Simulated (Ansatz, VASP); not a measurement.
# Al2Cu: VASP beside Ansatz

Contents of INCAR:

```
SYSTEM = Al2Cu
  ALGO = Normal
  EDIFF = 1E-6
  ENCUT = 600
  GGA = PE
  GGA_COMPAT = .False.
  ISIF = 2
  ISMEAR = 1
  LASPH = .True.
  LCHARG = .False.
  LREAL = .False.
  LWAVE = .False.
  NBANDS = 86
  NELM = 120
  PREC = Accurate
  SIGMA = 0.1
```

The input KPOINTS:

```
k-points
0
Gamma
  4 4 4
  0 0 0
```

File POSCAR:

```
Al2Cu
1.0
    0.0000000000      6.0499377488      4.8865949190
    6.0499377488      0.0000000000      4.8865949190
    6.0499377488      6.0499377488      0.0000000000
Al Cu
16 8
Direct
    0.0911872984      0.9088127016      0.2500000000
    0.3411872984      0.1588127016      0.5000000000
    0.5911872984      0.4088127016      0.7500000000
    0.8411872984      0.6588127016      0.0000000000
    0.0000000000      0.5000000000      0.6588127016
    0.2500000000      0.7500000000      0.9088127016
    0.5000000000      0.0000000000      0.1588127016
    0.7500000000      0.2500000000      0.4088127016
    0.0000000000      0.5000000000      0.3411872984
    0.2500000000      0.7500000000      0.5911872984
    0.5000000000      0.0000000000      0.8411872984
    0.7500000000      0.2500000000      0.0911872984
    0.1588127016      0.3411872984      0.0000000000
    0.4088127016      0.5911872984      0.2500000000
    0.6588127016      0.8411872984      0.5000000000
    0.9088127016      0.0911872984      0.7500000000
    0.1250000000      0.1250000000      0.3750000000
    0.3750000000      0.3750000000      0.6250000000
    0.6250000000      0.6250000000      0.8750000000
    0.8750000000      0.8750000000      0.1250000000
    0.1250000000      0.1250000000      0.8750000000
    0.3750000000      0.3750000000      0.1250000000
    0.6250000000      0.6250000000      0.3750000000
    0.8750000000      0.8750000000      0.6250000000
```

Input for Ansatz:

```yaml
crystal:
  lattice:
    - [0.0, 6.0499377488, 4.886594919]
    - [6.0499377488, 0.0, 4.886594919]
    - [6.0499377488, 6.0499377488, 0.0]
  atoms:
    - { symbol: Al, position: [0.0911872984, 0.9088127016, 0.25] }
    - { symbol: Al, position: [0.3411872984, 0.1588127016, 0.5] }
    - { symbol: Al, position: [0.5911872984, 0.4088127016, 0.75] }
    - { symbol: Al, position: [0.8411872984, 0.6588127016, 0.0] }
    - { symbol: Al, position: [0.0, 0.5, 0.6588127016] }
    - { symbol: Al, position: [0.25, 0.75, 0.9088127016] }
    - { symbol: Al, position: [0.5, 0.0, 0.1588127016] }
    - { symbol: Al, position: [0.75, 0.25, 0.4088127016] }
    - { symbol: Al, position: [0.0, 0.5, 0.3411872984] }
    - { symbol: Al, position: [0.25, 0.75, 0.5911872984] }
    - { symbol: Al, position: [0.5, 0.0, 0.8411872984] }
    - { symbol: Al, position: [0.75, 0.25, 0.0911872984] }
    - { symbol: Al, position: [0.1588127016, 0.3411872984, 0.0] }
    - { symbol: Al, position: [0.4088127016, 0.5911872984, 0.25] }
    - { symbol: Al, position: [0.6588127016, 0.8411872984, 0.5] }
    - { symbol: Al, position: [0.9088127016, 0.0911872984, 0.75] }
    - { symbol: Cu, position: [0.125, 0.125, 0.375] }
    - { symbol: Cu, position: [0.375, 0.375, 0.625] }
    - { symbol: Cu, position: [0.625, 0.625, 0.875] }
    - { symbol: Cu, position: [0.875, 0.875, 0.125] }
    - { symbol: Cu, position: [0.125, 0.125, 0.875] }
    - { symbol: Cu, position: [0.375, 0.375, 0.125] }
    - { symbol: Cu, position: [0.625, 0.625, 0.375] }
    - { symbol: Cu, position: [0.875, 0.875, 0.625] }
basis:
  ecutwfc: 420
  xc_grid: 2
hamiltonian:
  xc: pbe
  pseudopotentials: { kind: paw, azcp: { folder: soft_1 } }
kpoints:
  mp_grid: { grid: [4, 4, 4] }
scf:
  occupations: { method: methfessel_paxton, width: 0.1 }
  max_iter: 120
output:
  forces: true
  stress: true
```

Alike in both runs: task single point; functional PBE; k mesh 4 × 4 × 4; occupations methfessel-paxton of order 1, width 0.1 eV; no spin polarisation.

|  | VASP | Ansatz |
| --- | --- | --- |
| version | VASP 6.6.1 | Ansatz 0.2.0 |
| potentials or method | VASP PAW PBE potentials, release 64 (Al, Cu), cutoff 600 eV | plane-wave PAW DFT |
| valence electrons in the cell | 136 | 200 |

|  | VASP | Ansatz | Ansatz less VASP |
| --- | --- | --- | --- |
| pressure (GPa) | 0.2 | -0.1 | -0.24 |
| traceless stress, the component that is largest in VASP (GPa) | -0.05 | -0.08 | -0.031 |
| rms of the force components (eV/Å) | 0.012 | 0.010 | -0.0023 |

Atom by atom the forces differ by 0.002 eV/Å (rms over components). The functional is the same, so the differences come from potentials, cutoffs and numerics. VASP's potentials hold 136 valence electrons a cell and Ansatz's 200, so a difference there can come from the potentials and not from the codes.
